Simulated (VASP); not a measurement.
# AlN (pbe) (P6_3/mmc) in VASP: a series of runs

AlN (pbe) is run at these levels: PBE; tasks: single point, relaxation of cell and atoms.

All numbers are computed with VASP 6.6.1; they aren't measurements. Logs are shortened: lines on timing, memory, paths and dates and some standing lists are left out, and cuts for length are marked.

## 1. The cell of the first run

The structure is hexagonal, space group P6_3/mmc (No. 194). The conventional cell has a = 3.314 Å, b = 3.314 Å, c = 4.188 Å, α = 90.00°, β = 90.00°, γ = 120.00°. Al (site symmetry -6m2) has 5 N at 1.91 to 2.09 Å within 2.5 Å. Within 2.5 Å of N (site symmetry -6m2) lie 5 Al at 1.91 to 2.09 Å.

## 2. Single point, PBE

Input file INCAR:

```
ALGO = Normal
EDIFF = 1E-6
ENCUT = 600
GGA = PE
GGA_COMPAT = F
ISIF = 2
ISMEAR = 0
LASPH = T
LCHARG = F
LREAL = F
LWAVE = F
NBANDS = 16
NELM = 120
PREC = Accurate
SIGMA = 0.1
```

Input file KPOINTS:

```
k-points
0
Gamma
  9 9 4
```

Input file POSCAR:

```
AlN
1.0
    3.3135343433      0.0000000000      0.0000000000
   -1.6567671717      2.8696049176      0.0000000000
    0.0000000000      0.0000000000      4.1877521257
Al N
2 2
Direct
    0.3333333333      0.6666666667      0.0000000000
    0.6666666667      0.3333333333      0.5000000000
    0.3333333333      0.6666666667      0.5000000000
    0.6666666667      0.3333333333      1.0000000000
```

Potentials or basis: VASP PAW PBE potentials, release 64 (Al, N).

On the command line:

```bash
$ cat potpaw_PBE.64/Al/POTCAR potpaw_PBE.64/N/POTCAR > POTCAR
$ mpirun -np 1 vasp_std > vasp.out
```

OUTCAR:

```text
EDIFF = 1E-6
   ENCUT = 600
   GGA = PE
   ISIF = 2
   ISMEAR = 0
   LASPH = T
   LREAL = F
   NELM = 120
   PREC = Accurate

 ion  position               nearest neighbor table
   1  0.333  0.667  0.000-   4 1.91   4 1.91   4 1.91   3 2.09   3 2.09   2 2.84   2 2.84   2 2.84
                             2 2.84   2 2.84   2 2.84
   2  0.667  0.333  0.500-   3 1.91   3 1.91   3 1.91   4 2.09   4 2.09   1 2.84   1 2.84   1 2.84
                             1 2.84   1 2.84   1 2.84
   3  0.333  0.667  0.500-   2 1.91   2 1.91   2 1.91   1 2.09   1 2.09
   4  0.667  0.333  0.000-   1 1.91   1 1.91   1 1.91   2 2.09   2 2.09

  LATTYP: Found a hexagonal cell.
 ALAT       =     3.3135343433
 C/A-ratio  =     1.2638324194

  Lattice vectors:

 A1 = (   3.3135343433,   0.0000000000,   0.0000000000)
 A2 = (  -1.6567671717,   2.8696049176,   0.0000000000)
 A3 = (   0.0000000000,   0.0000000000,   4.1877521257)

Analysis of symmetry for initial positions (statically):
=====================================================================
 Subroutine PRICEL returns:
 Original cell was already a primitive cell.

 Routine SETGRP: Setting up the symmetry group for a
 hexagonal supercell.

 Subroutine GETGRP returns: Found 24 space group operations
 (whereof 12 operations were pure point group operations)
 out of a pool of 24 trial point group operations.

The static configuration has the point symmetry D_3h.
 The point group associated with its full space group is D_6h.

Analysis of symmetry for dynamics (positions and initial velocities):
=====================================================================
 Subroutine PRICEL returns:
 Original cell was already a primitive cell.

 Routine SETGRP: Setting up the symmetry group for a
 hexagonal supercell.

 Subroutine GETGRP returns: Found 24 space group operations
 (whereof 12 operations were pure point group operations)
 out of a pool of 24 trial point group operations.

The dynamic configuration has the point symmetry D_3h.
 The point group associated with its full space group is D_6h.

 Subroutine INISYM returns: Found 24 space group operations
 (whereof 12 operations are pure point group operations),
 and found     1 'primitive' translations

[... 92 lines left out ...]
   ISPIN  =      1    spin polarized calculation?
   LNONCOLLINEAR =      F non collinear calculations
   LSORBIT =      F    spin-orbit coupling
   LASPH  =      T    aspherical Exc in radial PAW
   ENCUT  =  600.0 eV  44.10 Ry    6.64 a.u.   6.62  6.62  8.36*2*pi/ulx,y,z
   NELM   =    120;   NELMIN=  2; NELMDL= -5     # of ELM steps
   EDIFF  = 0.1E-05   stopping-criterion for ELM
   LREAL  =      F    real-space projection
   EDIFFG = 0.1E-04   stopping-criterion for IOM
   NSW    =      0    number of steps for IOM
   IBRION =     -1    ionic relax: 0-MD 1-quasi-New 2-CG
   NFREE  =      0    steps in history (QN), initial steepest desc. (CG)
   ISIF   =      2    stress and relaxation
   ISYM   =      2    0-nonsym 1-usesym 2-fastsym
   POTIM  = 0.5000    time-step for ionic-motion
   TEBEG  =    0.0;   TEEND  =   0.0 temperature during run
   PSTRESS=    0.0 pullay stress
   NELECT =      16.0000    total number of electrons
   NUPDOWN=      -1.0000    fix difference up-down
   EMIN   =  10.00;   EMAX   =-10.00  energy-range for DOS
   EFERMI =   0.00;   METHOD = LEGACY
   ISMEAR =     0;   SIGMA  =   0.10  broadening in eV -4-tet -1-fermi 0-gaus
   EFERMI_NEDOS =   21; number of points for ismear=-14 and -15
   IALGO  =     38    algorithm
   IMIX   =      4    mixing-type and parameters
     AMIX     =   0.40;   BMIX     =  1.00
     AMIX_MAG =   1.60;   BMIX_MAG =  1.00
  volume/ion in A,a.u.               =       9.95        67.18
  Fermi-wavevector in a.u.,A,eV,Ry     =   1.208046  2.282875 19.855989  1.459374
  Thomas-Fermi vector in A             =   2.343665
   LORBIT       =      0    0 simple, 1 ext, 2 COOP (PROOUT), +10 PAW based schemes
   GGA     = PE    functional components
   LHFCALC =     F    Hartree Fock is set to
   AEXX    =    0.0000 exact exchange contribution
   IVDW    =     0    specifies the selected vdW correction
   LEPSILON=     F    determine dielectric tensor
   LRPA    =     F    only Hartree local field effects (RPA)
 non-spin polarized calculation
 Gauss-broadening in eV      SIGMA  =   0.10
  energy-cutoff  :      600.00
  volume of cell :       39.82
 maximum number of plane-waves:      1349
 NGX is ok and might be reduce to    28
   NGX = 13   NGY = 13   NGZ = 17

 number of electron      16.0000002 magnetization

 Free energy of the ion-electron system (eV)
  ---------------------------------------------------
  ext. energy  EPLUGINS =         0.00000000
  ---------------------------------------------------
  free energy    TOTEN  =       -29.32201883 eV

  energy without entropy =      -29.32201883  energy(sigma->0) =      -29.32201883

 E-fermi :   8.4009     XC(G=0): -11.1569

 val. band max:        7.9377123747   @ k =   0.0000   0.0000   0.0000
 cond. band min:      11.2010509071   @ k =   0.0000   0.0000   0.0000
 fundamental gap:      3.2633385323
 Fermi energy:         8.4009159574

 k-point     1 :       0.0000    0.0000    0.0000
  band No.  band energies     occupation
      1      -8.8381      2.00000
      2      -5.2203      2.00000
      3       1.0825      2.00000
      4       4.6719      2.00000
      5       4.6719      2.00000
      6       6.3331      2.00000
[... 433 lines left out ...]
      3       1.6599      2.00000
      4       1.8548      2.00000
      5       1.8548      2.00000
      6       4.4332      2.00000
[... 8 lines left out ...]
     15      19.3413      0.00000
     16      21.1397      0.00000

 [... further k-points ...]
[... 5 lines left out ...]
  --------------------------------------------------------------------------------------
  -------------------------------------------------------------------------------------
  Total       -0.0853114     -0.0853114     -0.0521938      0.0000000      0.0000000     -0.0000000
  in kB       -3.4325980     -3.4325980     -2.1000770      0.0000000      0.0000000     -0.0000000
  external PRESSURE =      -2.9884243 kB  Pullay stress =       0.0000000 kB

 VOLUME and BASIS-vectors are now :
 -----------------------------------------------------------------------------
  energy-cutoff  :      600.00
  volume of cell :       39.82
      direct lattice vectors                 reciprocal lattice vectors
     3.313534343  0.000000000  0.000000000     0.301792556  0.174240014  0.000000000
    -1.656767172  2.869604918  0.000000000     0.000000000  0.348480027  0.000000000
     0.000000000  0.000000000  4.187752126     0.000000000  0.000000000  0.238791593

 POSITION                                       TOTAL-FORCE (eV/Angst)
 -----------------------------------------------------------------------------------
     -0.00000      1.91307      0.00000         0.000000      0.000000      0.000000
      1.65677      0.95653      2.09388        -0.000000      0.000000      0.000000
     -0.00000      1.91307      2.09388        -0.000000      0.000000      0.000000
      1.65677      0.95653      0.00000         0.000000     -0.000000      0.000000
 -----------------------------------------------------------------------------------
    total drift:                               -0.000000      0.000000     -0.000000

  FREE ENERGIE OF THE ION-ELECTRON SYSTEM (eV)
  ---------------------------------------------------
  free  energy   TOTEN  =       -29.3220188270 eV

  energy  without entropy=      -29.3220188270  energy(sigma->0) =      -29.32201883
```

stdout:

```text
POSCAR found type information on POSCAR AlN
 POSCAR found :  2 types and       4 ions
 scaLAPACK will be used
 LDA part: xc-table for (Slater+PW92), standard interpolation
 POSCAR, INCAR and KPOINTS ok, starting setup
 FFT: planning ... GRIDC
 FFT: planning ... GRID_SOFT
 FFT: planning ... GRID
 WAVECAR not read
 entering main loop
```

It took 25 s on 1 thread of Intel Xeon 6975P-C, shared host; peak memory 0.17 GiB.

What came out:

* Free energy: -29.3220 eV
* Pressure: -0.3 GPa
* Band gap on the k mesh: 3.26 eV, direct

Levels at points of the mesh, in eV from the valence-band top:
```
           k point  band 4  band 5  band 6  band 7  band 8  band 9  band 10  band 11  band 12  band 13
(0.00, 0.00, 0.00)   -3.27   -3.27   -1.60   -1.60    0.00    3.26     4.40     8.24     8.24    11.23
(0.00, 0.00, 0.50)   -3.72   -2.47   -2.47   -2.47   -2.47    5.65     5.65     8.42     8.42     8.42
```

PBE gaps usually lie below the measured ones, often by a third to a half.

## 3. Single point, PBE

Input file INCAR:

```
PREC = Accurate
ENCUT = 600
EDIFF = 1E-6
ISMEAR = 0
SIGMA = 0.02
LREAL = F
LASPH = T
NELM = 120
ALGO = Normal
ISIF = 2
LWAVE = F
LCHARG = T
GGA = PE
LELF = T
LVHAR = T
NBANDS = 16
GGA_COMPAT = F
```

Input file KPOINTS:

```
Automatic mesh
0
Gamma
  9 9 6
```

Input file POSCAR:

```
AlN
1.0
    3.3143365009      0.0000000000      0.0000000000
   -1.6571682505      2.8702996064      0.0000000000
    0.0000000000      0.0000000000      4.1868766251
Al N
2 2
Direct
    0.3333333333      0.6666666667      0.0000000000
    0.6666666667      0.3333333333      0.5000000000
    0.3333333333      0.6666666667      0.5000000000
    0.6666666667      0.3333333333      1.0000000000
```

Potentials or basis: VASP PAW PBE potentials, release 64 (Al, N).

On the command line:

```bash
$ cat potpaw_PBE.64/Al/POTCAR potpaw_PBE.64/N/POTCAR > POTCAR
$ mpirun -np 1 vasp_std > vasp.out
```

Run time: 34 s. Hardware: 1 thread of Intel Xeon 6975P-C, shared host; peak memory 0.18 GiB.

The run converged. Its results:

```yaml
Free_energy: -29.3220 eV
Pressure: -0.4 GPa
Band_gap_on_the_k_mesh: 3.26 eV, direct
```

Stress tensor (GPa, compression positive):
```
-0.44  0.00  0.00
 0.00 -0.44  0.00
 0.00  0.00 -0.22
```

Levels at points of the mesh, in eV from the valence-band top:
```tsv
k point	band 6	band 7	band 8	band 9	band 10	band 11
(0.00, 0.00, 0.00)	-1.60	-1.60	0.00	3.26	4.39	8.23
(0.00, 0.00, 0.50)	-2.47	-2.47	-2.47	5.65	5.65	8.42
```

PBE gaps usually lie below the measured ones, often by a third to a half.

## 4. Relaxation of cell and atoms, PBE

Input file INCAR:

```
  ALGO = Normal
  EDIFF = 1E-7
  EDIFFG = -0.002
  ENCUT = 600
  GGA = PE
  GGA_COMPAT = F
  IBRION = 2
  ISIF = 3
  ISMEAR = 0
  LASPH = T
  LCHARG = F
  LREAL = F
  LWAVE = F
  NELM = 120
  NELMIN = 4
  NSW = 100
  PREC = Accurate
  SIGMA = 0.02
```

Input file KPOINTS:

```
k-points
0
Gamma
  9 9 6
```

Input file POSCAR:

```
AlN
1.0
    3.3135343433      0.0000000000      0.0000000000
   -1.6567671717      2.8696049176      0.0000000000
    0.0000000000      0.0000000000      4.1877521257
Al N
2 2
Direct
    0.3333333333      0.6666666667      0.0000000000
    0.6666666667      0.3333333333      0.5000000000
    0.3333333333      0.6666666667      0.5000000000
    0.6666666667      0.3333333333      1.0000000000
```

On the command line:

```bash
$ cat potpaw_PBE.64/Al/POTCAR potpaw_PBE.64/N/POTCAR > POTCAR
$ mpirun -np 1 vasp_std > vasp.out
```

Run time: 44 s. Hardware: 1 thread of Intel Xeon 6975P-C, shared host; peak memory 0.18 GiB.

Results (log left out):

- Free energy: -29.3221 eV
- Relaxed volume: 9.94 Å³/atom
- Relaxed cell: a = 3.312 Å, b = 3.312 Å, c = 4.186 Å, α = 90.00°, β = 90.00°, γ = 120.00°
- Space group after relaxing (to 0.05 Å): P6_3/mmc (No. 194)
- Energy gained by relaxing: 0.0 meV/atom
- Ionic steps: 3
- Pressure after relaxing: 0.0 GPa
- Band gap on the k mesh: 3.27 eV, direct

Final structure:
```
CELL_PARAMETERS angstrom
3.31155 0.00000 0.00000
-1.65577 2.86789 0.00000
0.00000 0.00000 4.18612
ATOMIC_POSITIONS crystal
Al 0.33333 0.66667 0.00000
Al 0.66667 0.33333 0.50000
N 0.33333 0.66667 0.50000
N 0.66667 0.33333 0.00000
```

Levels at points of the mesh, in eV from the valence-band top:
```tsv
k point	band 6	band 7	band 8	band 9	band 10	band 11
(0.00, 0.00, 0.00)	-1.61	-1.61	0.00	3.27	4.41	8.24
(0.00, 0.00, 0.50)	-2.48	-2.48	-2.48	5.66	5.66	8.43
```

As with any semilocal functional, this PBE gap is likely too small.

## 5. Summary

| task | cell | k mesh | smearing | gap on the mesh (eV) | pressure (GPa) |
| --- | --- | --- | --- | --- | --- |
| single point | a = 3.314, b = 3.314, c = 4.188 Å, angles 90.0, 90.0, 120.0°, 4 atoms | 9 × 9 × 4 | gaussian 0.1 eV | 3.26 | -0.3 |
| single point | a = 3.314, b = 3.314, c = 4.187 Å, angles 90.0, 90.0, 120.0°, 4 atoms | 9 × 9 × 6 | gaussian 0.02 eV | 3.26 | -0.4 |
| relaxation of cell and atoms | relaxed from a = 3.314, b = 3.314, c = 4.188 Å, angles 90.0, 90.0, 120.0°, 4 atoms | 9 × 9 × 6 | gaussian 0.02 eV | 3.27 | 0.0 |

Alike in all rows: level PBE; potentials or basis VASP PAW PBE potentials, release 64 (Al, N); no spin polarisation; cutoff (eV) 600.

Absolute energies hang on the potentials; compare differences alone.
